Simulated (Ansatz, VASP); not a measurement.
## N: VASP beside Ansatz

```
N
1.0
     3.68344    0.00000    0.00000
    -1.84172    3.18995    0.00000
     0.00000    0.00000    6.06670
N
2
Direct
  0.33333 0.66667 0.25000
  0.66667 0.33333 0.75000
```

Change from the starting cell: strain +0.015 along x and y, +0.030 along z, atoms carried along.

Alike in both runs: task single point; functional LDA; k mesh 12 × 12 × 6; occupations gaussian, width 0.05 eV; collinear spin.

|  | VASP | Ansatz |
| --- | --- | --- |
| version | VASP 6.6.1 | Ansatz 0.2.0 |
| potentials or method | VASP PAW LDA potentials, release 64 (N), cutoff 520 eV | scalar-relativistic, plane waves, PAW |
| valence electrons in the cell | 10 | 10 |

VASP gave:

| Quantity | Value |
| --- | --- |
| gap on the k mesh at the Fermi level (eV) | 2.26 |
| least direct gap on the mesh (eV) | 2.26 |
| pressure (GPa) | -0.4 |
| net moment per atom (μB) | 3.00 |
| size of the moment on the site where the two differ most (μB) | 1.92 |

Estimate Ansatz's values.

gap on the k mesh at the Fermi level (eV): 2.39; least direct gap on the mesh (eV): 2.39; pressure (GPa): -0.3; net moment per atom (μB): 3.00; size of the moment on the site where the two differ most (μB): 2.90.

LDA's correlation is that of Perdew and Zunger in VASP and of Perdew and Wang (1992) in Ansatz. Site moments also hang on the region over which each program counts them.
